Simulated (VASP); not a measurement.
# Cr in VASP: notebook, part 2 of 2

VASP 6.6.1. Earlier steps stand in the parts before.

## (5) Single point, PBE, collinear spin, ferromagnetic start

This run uses another cell than the first one.

The input, INCAR:

```
SYSTEM = Cr
ALGO = Normal
DIPOL = 0.5 0.5 0.500
EDIFF = 1E-6
ENCUT = 520
GGA = PE
IDIPOL = 3
ISIF = 2
ISMEAR = -1
ISPIN = 2
LASPH = .True.
LCHARG = .False.
LDIPOL = .True.
LMAXMIX = 4
LORBIT = 11
LREAL = .False.
LWAVE = .False.
MAGMOM = 2
NBANDS = 16
NELM = 150
PREC = Accurate
SIGMA = 0.08
```

The input, KPOINTS:

```
k-points
0
Gamma
  10 10 1
  0 0 0
```

The input, POSCAR:

```
Cr
1.0
    4.0283716202      0.0000000000      0.0000000000
   -2.0141858101      3.4886721590      0.0000000000
    0.0000000000      0.0000000000     16.0000000000
Cr
1
Direct
    0.0000000000      0.0000000000      0.5000000000
```

Potentials or basis: VASP PAW PBE potentials, release 64 (Cr_pv).

Launch:

```sh
> cat potpaw_PBE.64/Cr_pv/POTCAR > POTCAR
> mpirun -np 1 vasp_std > vasp.out
```

OUTCAR:

```text
SYSTEM = Cr
   EDIFF = 1E-6
   ENCUT = 520
   GGA = PE
   ISIF = 2
   ISMEAR = -1
   ISPIN = 2
   LASPH = .True.
   LORBIT = 11
   LREAL = .False.
   NELM = 150
   PREC = Accurate

 ion  position               nearest neighbor table
   1  0.000  0.000  0.500-

  LATTYP: Found a hexagonal cell.
 ALAT       =     4.0283716202
 C/A-ratio  =     3.9718281997

  Lattice vectors:

 A1 = (   4.0283716202,   0.0000000000,   0.0000000000)
 A2 = (  -2.0141858101,   3.4886721590,   0.0000000000)
 A3 = (   0.0000000000,   0.0000000000,  16.0000000000)

Analysis of symmetry for initial positions (statically):
=====================================================================
 Subroutine PRICEL returns:
 Original cell was already a primitive cell.

 Routine SETGRP: Setting up the symmetry group for a
 hexagonal supercell.

 Subroutine GETGRP returns: Found 24 space group operations
 (whereof 24 operations were pure point group operations)
 out of a pool of 24 trial point group operations.

The static configuration has the point symmetry D_6h.

Analysis of symmetry for dynamics (positions and initial velocities):
=====================================================================
 Subroutine PRICEL returns:
 Original cell was already a primitive cell.

 Routine SETGRP: Setting up the symmetry group for a
 hexagonal supercell.

 Subroutine GETGRP returns: Found 24 space group operations
 (whereof 24 operations were pure point group operations)
 out of a pool of 24 trial point group operations.

The dynamic configuration has the point symmetry D_6h.

Analysis of structural, dynamic, and magnetic symmetry:
=====================================================================
 Subroutine PRICEL returns:
 Original cell was already a primitive cell.

 Routine SETGRP: Setting up the symmetry group for a
 hexagonal supercell.

 Subroutine GETGRP returns: Found 24 space group operations
 (whereof 24 operations were pure point group operations)
 out of a pool of 24 trial point group operations.

The overall configuration has the point symmetry D_6h.

 Subroutine INISYM returns: Found 24 space group operations
 (whereof 24 operations are pure point group operations),
 and found     1 'primitive' translations

----------------------------------------------------------------------------------------

                                     Primitive cell

  volume of cell :     224.8587

  direct lattice vectors                    reciprocal lattice vectors
     4.028371620  0.000000000  0.000000000     0.248239262  0.143321005  0.000000000
    -2.014185810  3.488672159  0.000000000     0.000000000  0.286642010  0.000000000
     0.000000000  0.000000000 16.000000000     0.000000000  0.000000000  0.062500000

  length of vectors
     4.028371620  4.028371620 16.000000000     0.286642010  0.286642010  0.062500000

  position of ions in fractional coordinates (direct lattice)
     0.000000000  0.000000000  0.500000000

  ion indices of the primitive-cell ions
   primitive index   ion index
                 1           1

----------------------------------------------------------------------------------------

 KPOINTS: k-points
[... 50 lines left out ...]
   ICHARG =      2    charge: 1-file 2-atom 10-const
   ISPIN  =      2    spin polarized calculation?
   LNONCOLLINEAR =      F non collinear calculations
   LSORBIT =      F    spin-orbit coupling
   LASPH  =      T    aspherical Exc in radial PAW
   ENCUT  =  520.0 eV  38.22 Ry    6.18 a.u.   7.49  7.49 29.75*2*pi/ulx,y,z
   NELM   =    150;   NELMIN=  2; NELMDL= -5     # of ELM steps
   EDIFF  = 0.1E-05   stopping-criterion for ELM
   LREAL  =      F    real-space projection
   EDIFFG = 0.1E-04   stopping-criterion for IOM
   NSW    =      0    number of steps for IOM
   IBRION =     -1    ionic relax: 0-MD 1-quasi-New 2-CG
   NFREE  =      0    steps in history (QN), initial steepest desc. (CG)
   ISIF   =      2    stress and relaxation
   ISYM   =      2    0-nonsym 1-usesym 2-fastsym
   POTIM  = 0.5000    time-step for ionic-motion
   TEBEG  =    0.0;   TEEND  =   0.0 temperature during run
   PSTRESS=    0.0 pullay stress
   NELECT =      12.0000    total number of electrons
   NUPDOWN=      -1.0000    fix difference up-down
   EMIN   =  10.00;   EMAX   =-10.00  energy-range for DOS
   EFERMI =   0.00;   METHOD = LEGACY
   ISMEAR =    -1;   SIGMA  =   0.08  broadening in eV -4-tet -1-fermi 0-gaus
   EFERMI_NEDOS =   21; number of points for ismear=-14 and -15
   IALGO  =     38    algorithm
   IMIX   =      4    mixing-type and parameters
     AMIX     =   0.40;   BMIX     =  1.00
     AMIX_MAG =   1.60;   BMIX_MAG =  1.00
  volume/ion in A,a.u.               =     224.86      1517.42
  Fermi-wavevector in a.u.,A,eV,Ry     =   0.616357  1.164745  5.168791  0.379895
  Thomas-Fermi vector in A             =   1.674056
   LORBIT       =     11    0 simple, 1 ext, 2 COOP (PROOUT), +10 PAW based schemes
   GGA     = PE    functional components
   LHFCALC =     F    Hartree Fock is set to
   AEXX    =    0.0000 exact exchange contribution
   IVDW    =     0    specifies the selected vdW correction
   LEPSILON=     F    determine dielectric tensor
   LRPA    =     F    only Hartree local field effects (RPA)
 spin polarized calculation
  energy-cutoff  :      520.00
  volume of cell :      224.86
 maximum number of plane-waves:      6125
 NGX is ok and might be reduce to    30
   NGX = 15   NGY = 15   NGZ = 59

 number of electron      12.0000007 magnetization       5.2286508

 dipolmoment           0.000000      0.000000     -0.000000 electrons x Angstroem

 Free energy of the ion-electron system (eV)
  ---------------------------------------------------
  ext. energy  EPLUGINS =         0.00000000
  ---------------------------------------------------
  free energy    TOTEN  =        -5.97333741 eV

  energy without entropy =       -5.95784549  energy(sigma->0) =       -5.96559145

 E-fermi :  -2.8657     XC(G=0):  -2.1216

 val. band max:       -3.1251993152   @ k =   0.3000   0.0000   0.0000
 cond. band min:      -2.7513032344   @ k =   0.2000   0.2000   0.0000
 fundamental gap:      0.3738960807
 Fermi energy:        -2.8657045807

 spin component 1

 k-point     1 :       0.0000    0.0000    0.0000
  band No.  band energies     occupation
      1     -46.2257      1.00000
      2     -46.2257      1.00000
      3     -46.1575      1.00000
      4      -5.7092      1.00000
      5      -3.5623      0.99983
      6      -3.5472      0.99980
[... 242 lines left out ...]
      2     -46.2277      1.00000
      3     -46.1571      1.00000
      4      -3.6785      0.99996
      5      -3.5956      0.99989
      6      -3.5906      0.99988
[... 8 lines left out ...]
     15       4.2574      0.00000
     16       4.8779      0.00000
 Fermi energy:        -2.8657045807

 spin component 2

 k-point     1 :       0.0000    0.0000    0.0000
  band No.  band energies     occupation
      1     -42.0011      1.00000
      2     -42.0011      1.00000
      3     -41.8800      1.00000
      4      -4.2845      1.00000
      5      -0.8037      0.00000
      6      -0.2016      0.00000
[... 243 lines left out ...]
      3     -41.8795      1.00000
      4      -1.1606      0.00000
      5      -0.7798      0.00000
      6      -0.0567      0.00000
[... 8 lines left out ...]
     15       4.6123      0.00000
     16       5.2137      0.00000

------------------------ aborting loop because EDIFF is reached ----------------------------------------

 vacuum level on the upper side and lower side of the slab       (xc-potential included)        -0.000        -0.000

  FORCE on cell =-STRESS in cart. coord.  units (eV):
  Direction    XX          YY          ZZ          XY          YZ          ZX
  --------------------------------------------------------------------------------------
  -------------------------------------------------------------------------------------
  Total       -1.9307749     -1.9307749     -0.0084919      0.0000000     -0.0000000     -0.0000000
  in kB      -13.7572791    -13.7572791     -0.0605073      0.0000000     -0.0000000     -0.0000000
  external PRESSURE =      -9.1916885 kB  Pullay stress =       0.0000000 kB

 VOLUME and BASIS-vectors are now :
 -----------------------------------------------------------------------------
  energy-cutoff  :      520.00
  volume of cell :      224.86
      direct lattice vectors                 reciprocal lattice vectors
     4.028371620  0.000000000  0.000000000     0.248239262  0.143321005  0.000000000
    -2.014185810  3.488672159  0.000000000     0.000000000  0.286642010  0.000000000
     0.000000000  0.000000000 16.000000000     0.000000000  0.000000000  0.062500000

 POSITION                                       TOTAL-FORCE (eV/Angst)
 -----------------------------------------------------------------------------------
      0.00000      0.00000      8.00000        -0.000000      0.000000      0.000000
 -----------------------------------------------------------------------------------
    total drift:                                0.000000      0.000000      0.000000

  FREE ENERGIE OF THE ION-ELECTRON SYSTEM (eV)
  ---------------------------------------------------
  free  energy   TOTEN  =        -5.9733374090 eV

  energy  without entropy=       -5.9578454949  energy(sigma->0) =       -5.96559145

 vacuum level on the upper side and lower side of the slab         0.944         0.944

 total charge

# of ion       s       p       d       tot
------------------------------------------
    1        0.218   5.998   4.229  10.444

 magnetization (x)

# of ion       s       p       d       tot
------------------------------------------
    1        0.096   0.017   4.220   4.333
```

OSZICAR:

```text
N       E                     dE             d eps       ncg     rms          rms(c)
DAV:   1     0.376079435201E+02    0.37608E+02   -0.59303E+03  1128   0.511E+02
DAV:   2    -0.348982946437E+01   -0.41098E+02   -0.37289E+02  1048   0.132E+02
[... 30 lines left out ...]
DAV:  33    -0.597332791739E+01   -0.24596E-05   -0.17546E-05   944   0.258E-02    0.732E-03
DAV:  34    -0.597332969014E+01   -0.17728E-05   -0.17047E-06   896   0.762E-03    0.107E-02
DAV:  35    -0.597333416268E+01   -0.44725E-05   -0.28316E-06   928   0.775E-03    0.443E-03
DAV:  36    -0.597333537492E+01   -0.12122E-05   -0.13392E-06   888   0.596E-03    0.674E-03
DAV:  37    -0.597333659450E+01   -0.12196E-05   -0.60558E-07   880   0.445E-03    0.182E-03
DAV:  38    -0.597333740903E+01   -0.81453E-06   -0.23821E-07   888   0.283E-03
   1 F= -.59733374E+01 E0= -.59655915E+01  d E =-.154919E-01  mag=     5.2287
```

It took 6.8 min on 1 thread of Intel Xeon 8259CL, shared host; peak memory 0.43 GiB.

Results:

| Quantity | Value |
| --- | --- |
| Free energy | -5.9733 eV |
| Net moment | 5.23 μB per cell |
| Site moments | Cr +4.33 μB |
| Valence electrons inside the program's atomic spheres | Cr 10.44 |

Levels at points of the mesh, in eV from the Fermi level:
Spin up:
```tsv
k point	band 7	band 8	band 9	band 10	band 11	band 12
(0.00, 0.00, 0.00)	-0.68	-0.45	-0.45	1.05	3.39	4.26
(0.50, 0.00, 0.00)	-0.51	-0.29	0.73	0.76	3.61	5.38
```
Spin down:
| k point | band 1 | band 2 | band 3 | band 4 | band 5 | band 6 |
| --- | --- | --- | --- | --- | --- | --- |
| (0.00, 0.00, 0.00) | -39.14 | -39.14 | -39.01 | -1.42 | 2.06 | 2.66 |
| (0.50, 0.00, 0.00) | -39.14 | -39.14 | -39.01 | 1.23 | 1.84 | 2.60 |
